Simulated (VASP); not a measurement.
Set up this calculation in VASP 6.6.1, as the native input.

| Quantity | Value |
| --- | --- |
| Task | single point |
| Functional | PBEsol |
| Potentials or basis | VASP PAW PBE potentials, release 64 (Zr_sv, H) |
| Cutoff | 520 eV |
| k mesh | 4 × 3 × 4 |
| Occupations | gaussian, width 0.1 eV |
| Spin | no spin polarisation |
| Dipole correction | no |
| Further INCAR settings | ALGO = Normal; EDIFF = 1e-06; NBANDS = 84 |

The structure of Zr12H (a cell with a defect) lies in POSCAR:

```
Zr12H
1.0
    6.4600000000      0.0000000000      0.0000000000
   -4.8450000000      8.3917860000      0.0000000000
    0.0000000000      0.0000000000      5.1453900000
Zr H
12 1
Direct
    0.0057107194     -0.0005211048      0.0019928519
    0.1722711711      0.2258329752      0.5027072778
    0.0025966293      0.3289653716      0.0031801282
    0.1491954873      0.5500808767      0.4988037836
   -0.0020048198      0.6620154518      0.0014702481
    0.1635629435      0.8875549257      0.5022676610
    0.5007994116     -0.0004272035      0.0022241268
    0.6616287653      0.2215795303      0.5029708147
    0.5065932413      0.3318079131      0.0025725941
    0.6647561424      0.5517506047      0.4986834817
    0.4994224907      0.6666725057     -0.0026394501
    0.6767502260      0.9044840991      0.4983738842
    0.4979534933      0.6721889715      0.5297213622
```

One way to write it, as run:

INCAR

```
SYSTEM = Zr12H
PREC = Accurate ; ENCUT = 520
EDIFF = 1E-6 ; ISMEAR = 0
SIGMA = 0.1 ; LREAL = .FALSE.
LASPH = .TRUE. ; NELM = 80
ALGO = Normal ; ISIF = 2
LWAVE = .FALSE. ; LCHARG = .FALSE.
GGA = PS ; NBANDS = 84
```

KPOINTS

```
regular mesh
0
G
  4 3 4
  0 0 0
```

Potentials or basis: VASP PAW PBE potentials, release 64 (Zr_sv, H).

The run is started by

```console
$ cat potpaw_PBE.64/Zr_sv/POTCAR potpaw_PBE.64/H/POTCAR > POTCAR
$ mpirun -np 1 vasp_std > vasp.out
```

Results of the run:

- Pressure: -1.7 GPa
- Largest force: 0.290 eV/Å
- Band gap on the k mesh: zero (an odd number of electrons rules out a gap without spin polarisation)

Caveat: the PAW data sets were made with another functional, which shifts forces and pressure a little.

Run time: 18 min on 1 thread of Oxide Virtual Turin-like Processor, with other jobs on the host, peak memory 0.57 GiB.
